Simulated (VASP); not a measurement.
Input of a VASP 6.6.1 run:

Contents of INCAR:

```
PREC     = Accurate       # precision mode
ENCUT    = 500            # plane-wave cutoff, eV
EDIFF    = 1E-6           # SCF threshold, eV
ISMEAR   = 0              # smearing method
SIGMA    = 0.01           # smearing width, eV
LREAL    = False          # projectors in reciprocal space
LASPH    = True           # aspherical terms in the spheres
NELM     = 120            # most SCF steps
ALGO     = Normal         # electronic algorithm
ISIF     = 2              # what is computed and relaxed
LWAVE    = False          # write WAVECAR
LCHARG   = False          # write CHGCAR
GGA      = PS             # functional
NBANDS   = 11             # bands
GGA_COMPAT= False
```

Contents of KPOINTS:

```
Automatic mesh
0
Gamma
  4 4 4
```

The input POSCAR:

```
Si
1.0
    0.0000000000      2.7055485941      2.7575828868
    2.7055485941      0.0000000000      2.7575828868
    2.7055485941      2.7055485941      0.0000000000
Si
2
Direct
    0.0000000000      0.0000000000      0.0000000000
    0.2500000000      0.2500000000      0.2500000000
```

Potentials or basis: VASP PAW PBE potentials, release 64 (Si).

Command:

```bash
$ cat potpaw_PBE.64/Si/POTCAR > POTCAR
$ mpirun -np 1 vasp_std > vasp.out
```

Q: Predict the pressure.

A: 0.1 GPa.

Q: Estimate the band gap on the k mesh.

A: 0.49 eV, indirect (least direct gap 2.43 eV).

Stress tensor (GPa, compression positive):
```
 0.73  0.00  0.00
 0.00  0.73  0.00
 0.00  0.00 -1.12
```

Caveat: the k points lie up to 0.50 Å⁻¹ apart; the PAW data sets were made with another functional, which shifts forces and pressure a little. Expect the measured gap to be larger: semilocal functionals such as PBEsol lack the derivative discontinuity.
